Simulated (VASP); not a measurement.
The system is LiCl.

```xyz
2
Lattice="3.2711 0.0000 0.0000 0.0000 3.2711 0.0000 0.0000 0.0000 3.2711" Properties=species:S:1:pos:R:3 pbc="T T T"
Li    0.0000    0.0000    0.0000
Cl    1.6356    1.6356    1.6356
```

Base run:

- Program: VASP 6.6.1
- Functional: r2SCAN
- Potentials or basis: VASP PAW PBE potentials, release 64 (Li_sv, Cl)
- Cutoff: 520 eV
- k mesh: 8 × 8 × 8
- Occupations: gaussian, width 0.01 eV
- Spin: no spin polarisation

Its results: band gap on the k mesh 5.39 eV, indirect (least direct gap 5.97 eV).

Task: The run is repeated on the same cell with these changes: functional from r2SCAN to PBE; further incar settings from ALGO = Normal; EDIFF = 1e-06; NBANDS = 12 to ALGO = Normal; EDIFF = 1e-07; NBANDS = 12. What comes out?

Result: Band gap on the k mesh 4.43 eV, indirect (least direct gap 5.22 eV).

A k mesh can miss the band edges.
